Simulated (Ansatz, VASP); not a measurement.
**Co: VASP beside Ansatz**

```xyz
2
Lattice="2.4293 0.0000 0.0000 -1.2147 2.1039 0.0000 0.0000 0.0000 3.9184" Properties=species:S:1:pos:R:3 pbc="T T T"
Co    0.0000    1.4026    0.9796
Co    1.2147    0.7013    2.9388
```

Alike in both runs: functional LDA; k mesh 21 × 21 × 10; occupations gaussian, width 0.1 eV; collinear spin.

Ansatz relaxed the structure, and its values are those at the end. VASP's run is a single point on that final structure, the one shown.

```csv
,VASP,Ansatz
version,VASP 6.6.1,Ansatz 0.2.0
potentials or method,"VASP PAW LDA potentials, release 64 (Co), cutoff 520 eV","scalar-relativistic, plane waves, PAW"
valence electrons in the cell,18,34
```

```csv
,VASP,Ansatz,Ansatz less VASP
gap on the k mesh at the Fermi level (eV),none,none,-
pressure (GPa),-1.1,0.0,+1.09
net moment per atom (μB),1.50,1.52,+0.021
size of the moment on the site where the two differ most (μB),1.49,1.56,+0.073
```

LDA's correlation is that of Perdew and Zunger in VASP and of Perdew and Wang (1992) in Ansatz. Site moments also hang on the region over which each program counts them. A gap of «none» marks a metal or a gap that the smearing closes. VASP's potentials hold 18 valence electrons a cell and Ansatz's 34, so a difference there can come from the potentials and not from the codes.
